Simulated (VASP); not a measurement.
# Pt (Im-3m) in VASP: notebook

Runs on Pt. Level: LDA. Tasks: single point, relaxation of cell and atoms.

All numbers are computed with VASP 6.6.1; they aren't measurements. Logs are shortened: lines on timing, memory, paths and dates and some standing lists are left out, and cuts for length are marked.

**1. The cell of the first run**

The structure is cubic, space group Im-3m (No. 229). Conventional cell: a = 3.101 Å, b = 3.101 Å, c = 3.101 Å, α = 90.00°, β = 90.00°, γ = 90.00°. Within 3.5 Å of Pt (site symmetry m-3m) lie 14 Pt at 2.69 to 3.10 Å.

This isn't the form of Pt at room conditions, which is fcc.

**2. Single point, LDA**

INCAR

```
ALGO     = Normal         # electronic algorithm
EDIFF    = 1E-6           # SCF threshold, eV
ENCUT    = 500            # plane-wave cutoff, eV
GGA_COMPAT= F            
ISIF     = 2              # what is computed and relaxed
ISMEAR   = -1             # smearing method
LASPH    = T              # aspherical terms in the spheres
LCHARG   = F              # write CHGCAR
LREAL    = F              # projectors in reciprocal space
LWAVE    = F              # write WAVECAR
NBANDS   = 11             # bands
NELM     = 120            # most SCF steps
PREC     = Accurate       # precision mode
SIGMA    = 0.05           # smearing width, eV
```

KPOINTS

```
k-points
0
Gamma
  18 18 18
```

POSCAR

```
Pt
1.0
   -1.5505824747      1.5505824747      1.5505824747
    1.5505824747     -1.5505824747      1.5505824747
    1.5505824747      1.5505824747     -1.5505824747
Pt
1
Direct
    0.0000000000      0.0000000000      0.0000000000
```

Potentials or basis: VASP PAW LDA potentials, release 64 (Pt).

Command:

```console
$ cat potpaw_LDA.64/Pt/POTCAR > POTCAR
$ mpirun -np 1 vasp_std > vasp.out
```

OUTCAR:

```text
EDIFF = 1E-6
   ENCUT = 500
   ISIF = 2
   ISMEAR = -1
   LASPH = T
   LREAL = F
   NELM = 120
   PREC = Accurate

 ion  position               nearest neighbor table
   1  0.000  0.000  0.000-

  LATTYP: Found a body centered cubic cell.
 ALAT       =     3.1011649494

  Lattice vectors:

 A1 = (  -1.5505824747,   1.5505824747,   1.5505824747)
 A2 = (   1.5505824747,  -1.5505824747,   1.5505824747)
 A3 = (   1.5505824747,   1.5505824747,  -1.5505824747)

Analysis of symmetry for initial positions (statically):
=====================================================================
 Subroutine PRICEL returns:
 Original cell was already a primitive cell.

 Routine SETGRP: Setting up the symmetry group for a
 body centered cubic supercell.

 Subroutine GETGRP returns: Found 48 space group operations
 (whereof 48 operations were pure point group operations)
 out of a pool of 48 trial point group operations.

The static configuration has the point symmetry O_h .

Analysis of symmetry for dynamics (positions and initial velocities):
=====================================================================
 Subroutine PRICEL returns:
 Original cell was already a primitive cell.

 Routine SETGRP: Setting up the symmetry group for a
 body centered cubic supercell.

 Subroutine GETGRP returns: Found 48 space group operations
 (whereof 48 operations were pure point group operations)
 out of a pool of 48 trial point group operations.

The dynamic configuration has the point symmetry O_h .

 Subroutine INISYM returns: Found 48 space group operations
 (whereof 48 operations are pure point group operations),
 and found     1 'primitive' translations

----------------------------------------------------------------------------------------

                                     Primitive cell

  volume of cell :      14.9123

  direct lattice vectors                    reciprocal lattice vectors
    -1.550582475  1.550582475  1.550582475     0.000000000  0.322459468  0.322459468
     1.550582475 -1.550582475  1.550582475     0.322459468  0.000000000  0.322459468
     1.550582475  1.550582475 -1.550582475     0.322459468  0.322459468  0.000000000

  length of vectors
     2.685687628  2.685687628  2.685687628     0.456026553  0.456026553  0.456026553

  position of ions in fractional coordinates (direct lattice)
     0.000000000  0.000000000  0.000000000

  ion indices of the primitive-cell ions
   primitive index   ion index
                 1           1

----------------------------------------------------------------------------------------

 KPOINTS: k-points

Automatic generation of k-mesh.
 Grid dimensions read from file:
 generate k-points for:   18   18   18

 Generating k-lattice:

  Cartesian coordinates                     Fractional coordinates (reciprocal lattice)
     0.000000000  0.017914415  0.017914415     0.055555556  0.000000000  0.000000000
     0.017914415  0.000000000  0.017914415     0.000000000  0.055555556  0.000000000
     0.017914415  0.017914415  0.000000000     0.000000000  0.000000000  0.055555556

  Length of vectors
     0.025334809  0.025334809  0.025334809

  Shift w.r.t. Gamma in fractional coordinates (k-lattice)
     0.000000000  0.000000000  0.000000000

 Subroutine IBZKPT returns following result:
 ===========================================

 Found    195 irreducible k-points:

 Following reciprocal coordinates:
            Coordinates               Weight
  0.000000  0.000000  0.000000      1.000000
  0.055556  0.000000  0.000000     12.000000
  0.111111  0.000000  0.000000     12.000000
  0.166667  0.000000  0.000000     12.000000
  0.222222  0.000000  0.000000     12.000000
  0.277778  0.000000  0.000000     12.000000
[... 16 lines left out ...]
  0.333333  0.111111  0.000000     48.000000
  0.388889  0.111111  0.000000     48.000000
 [... further k-points ...]
   k-points           NKPTS =    195   k-points in BZ     NKDIM =    195   number of bands    NBANDS=     11
   number of dos      NEDOS =    301   number of ions     NIONS =      1
   total plane-waves  NPLWV =   8000
   dimension x,y,z NGX =    20 NGY =   20 NGZ =   20
   dimension x,y,z NGXF=    40 NGYF=   40 NGZF=   40
   ions per type =               1
   NGX,Y,Z   is equivalent  to a cutoff of  12.38, 12.38, 12.38 a.u.
   NGXF,Y,Z  is equivalent  to a cutoff of  24.76, 24.76, 24.76 a.u.
 SYSTEM =  unknown system
   PREC   = accura    normal or accurate (medium, high low for compatibility)
   ISTART =      0    job   : 0-new  1-cont  2-samecut
   ICHARG =      2    charge: 1-file 2-atom 10-const
   ISPIN  =      1    spin polarized calculation?
   LNONCOLLINEAR =      F non collinear calculations
   LSORBIT =      F    spin-orbit coupling
   LASPH  =      T    aspherical Exc in radial PAW
   ENCUT  =  500.0 eV  36.75 Ry    6.06 a.u.   4.90  4.90  4.90*2*pi/ulx,y,z
   NELM   =    120;   NELMIN=  2; NELMDL= -5     # of ELM steps
   EDIFF  = 0.1E-05   stopping-criterion for ELM
   LREAL  =      F    real-space projection
   EDIFFG = 0.1E-04   stopping-criterion for IOM
   NSW    =      0    number of steps for IOM
   IBRION =     -1    ionic relax: 0-MD 1-quasi-New 2-CG
   NFREE  =      0    steps in history (QN), initial steepest desc. (CG)
   ISIF   =      2    stress and relaxation
   ISYM   =      2    0-nonsym 1-usesym 2-fastsym
   POTIM  = 0.5000    time-step for ionic-motion
   TEBEG  =    0.0;   TEEND  =   0.0 temperature during run
   PSTRESS=    0.0 pullay stress
   NELECT =      10.0000    total number of electrons
   NUPDOWN=      -1.0000    fix difference up-down
   EMIN   =  10.00;   EMAX   =-10.00  energy-range for DOS
   EFERMI =   0.00;   METHOD = LEGACY
   ISMEAR =    -1;   SIGMA  =   0.05  broadening in eV -4-tet -1-fermi 0-gaus
   EFERMI_NEDOS =   21; number of points for ismear=-14 and -15
   IALGO  =     38    algorithm
   IMIX   =      4    mixing-type and parameters
     AMIX     =   0.40;   BMIX     =  1.00
     AMIX_MAG =   1.60;   BMIX_MAG =  1.00
  volume/ion in A,a.u.               =      14.91       100.63
  Fermi-wavevector in a.u.,A,eV,Ry     =   1.432935  2.707855 27.936897  2.053304
  Thomas-Fermi vector in A             =   2.552509
   LORBIT       =      0    0 simple, 1 ext, 2 COOP (PROOUT), +10 PAW based schemes
   GGA     = CA    functional components
   LHFCALC =     F    Hartree Fock is set to
   AEXX    =    0.0000 exact exchange contribution
   IVDW    =     0    specifies the selected vdW correction
   LEPSILON=     F    determine dielectric tensor
   LRPA    =     F    only Hartree local field effects (RPA)
 non-spin polarized calculation
  energy-cutoff  :      500.00
  volume of cell :       14.91
 maximum number of plane-waves:       394
   NGX =  9   NGY =  9   NGZ =  9

 number of electron      10.0000001 magnetization

 Free energy of the ion-electron system (eV)
  ---------------------------------------------------
  ext. energy  EPLUGINS =         0.00000000
  ---------------------------------------------------
  free energy    TOTEN  =        -7.39682904 eV

  energy without entropy =       -7.39122289  energy(sigma->0) =       -7.39402596

 E-fermi :  11.1684     XC(G=0): -13.7480

 val. band max:       11.1567864711   @ k =  -0.3889   0.3889   0.2222
 cond. band min:      11.1945867562   @ k =  -0.3889   0.5000   0.0556
 fundamental gap:      0.0378002851
 Fermi energy:        11.1683653567

 k-point     1 :       0.0000    0.0000    0.0000
  band No.  band energies     occupation
      1       0.9973      2.00000
      2       7.2925      2.00000
      3       7.2925      2.00000
      4       7.2925      2.00000
      5      10.0568      2.00000
      6      10.0568      2.00000
      7      28.1648      0.00000
      8      28.1648      0.00000
      9      28.1648      0.00000
     10      39.0125      0.00000
     11      39.0125      0.00000

 k-point     2 :       0.0556    0.0000    0.0000
  band No.  band energies     occupation
      1       1.1308      2.00000
      2       7.2375      2.00000
      3       7.2921      2.00000
      4       7.4023      2.00000
      5       9.9828      2.00000
      6      10.0602      2.00000
      7      28.2369      0.00000
      8      28.3085      0.00000
      9      28.3663      0.00000
     10      37.1286      0.00000
     11      37.7724      0.00000

 k-point     3 :       0.1111    0.0000    0.0000
  band No.  band energies     occupation
      1       1.5194      2.00000
      2       7.0827      2.00000
      3       7.2831      2.00000
      4       7.7272      2.00000
      5       9.8060      2.00000
      6      10.0727      2.00000
      7      28.3701      0.00000
      8      28.5825      0.00000
      9      28.9571      0.00000
     10      35.3688      0.00000
     11      35.9014      0.00000

 k-point     4 :       0.1667    0.0000    0.0000
  band No.  band energies     occupation
      1       2.1217      2.00000
      2       6.8546      2.00000
      3       7.2574      2.00000
      4       8.2519      2.00000
      5       9.6336      2.00000
      6      10.0990      2.00000
      7      28.2926      0.00000
      8      28.4235      0.00000
      9      29.8979      0.00000
     10      34.3499      0.00000
     11      34.4528      0.00000
[... 239 lines left out ...]
 k-point    22 :       0.2778    0.1111   -0.0000
  band No.  band energies     occupation
      1       4.2446      2.00000
      2       6.1587      2.00000
      3       7.5251      2.00000
      4       9.5856      2.00000
      5      10.4047      2.00000
      6      11.4190      0.01321
      7      22.6360      0.00000
      8      25.9092      0.00000
      9      28.8163      0.00000
     10      32.9924      0.00000
     11      36.7486      0.00000

 k-point    23 :       0.3333    0.1111    0.0000
  band No.  band energies     occupation
      1       4.3419      2.00000
      2       5.9832      2.00000
      3       8.3060      2.00000
      4       9.7681      2.00000
      5      10.5380      1.99999
      6      12.4644      0.00000
      7      20.4148      0.00000
      8      25.1229      0.00000
      9      27.6953      0.00000
     10      34.2218      0.00000
     11      36.4875      0.00000

 k-point    24 :       0.3889    0.1111    0.0000
  band No.  band energies     occupation
      1       4.3184      2.00000
      2       5.8745      2.00000
      3       8.9864      2.00000
      4       9.8350      2.00000
      5      10.8199      1.99812
      6      13.4288      0.00000
      7      18.5640      0.00000
      8      24.5990      0.00000
      9      26.8906      0.00000
     10      35.0242      0.00000
     11      36.1181      0.00000

 [... further k-points ...]
[... 5 lines left out ...]
  --------------------------------------------------------------------------------------
  -------------------------------------------------------------------------------------
  Total        0.0712886      0.0712886      0.0712886      0.0000000     -0.0000000      0.0000000
  in kB        7.6592508      7.6592508      7.6592508      0.0000000     -0.0000000      0.0000000
  external PRESSURE =       7.6592508 kB  Pullay stress =       0.0000000 kB

 VOLUME and BASIS-vectors are now :
 -----------------------------------------------------------------------------
  energy-cutoff  :      500.00
  volume of cell :       14.91
      direct lattice vectors                 reciprocal lattice vectors
    -1.550582475  1.550582475  1.550582475     0.000000000  0.322459468  0.322459468
     1.550582475 -1.550582475  1.550582475     0.322459468  0.000000000  0.322459468
     1.550582475  1.550582475 -1.550582475     0.322459468  0.322459468  0.000000000

 POSITION                                       TOTAL-FORCE (eV/Angst)
 -----------------------------------------------------------------------------------
      0.00000      0.00000      0.00000         0.000000      0.000000      0.000000
 -----------------------------------------------------------------------------------
    total drift:                               -0.000000     -0.000000      0.000000

  FREE ENERGIE OF THE ION-ELECTRON SYSTEM (eV)
  ---------------------------------------------------
  free  energy   TOTEN  =        -7.3968290367 eV

  energy  without entropy=       -7.3912228893  energy(sigma->0) =       -7.39402596
```

Wall time 11 s (1 thread of AMD EPYC 9R45 (Zen 5), shared host); peak memory 0.11 GiB.

Results:

```
Free energy            : -7.3968 eV
Pressure               : 0.8 GPa
Band gap on the k mesh : zero (bands 5 and 6 overlap by 2.32 eV)
```

Caveat: spin-orbit coupling is left out, which moves the levels of the heavy elements.

(Part 1 of 2 ends here.)
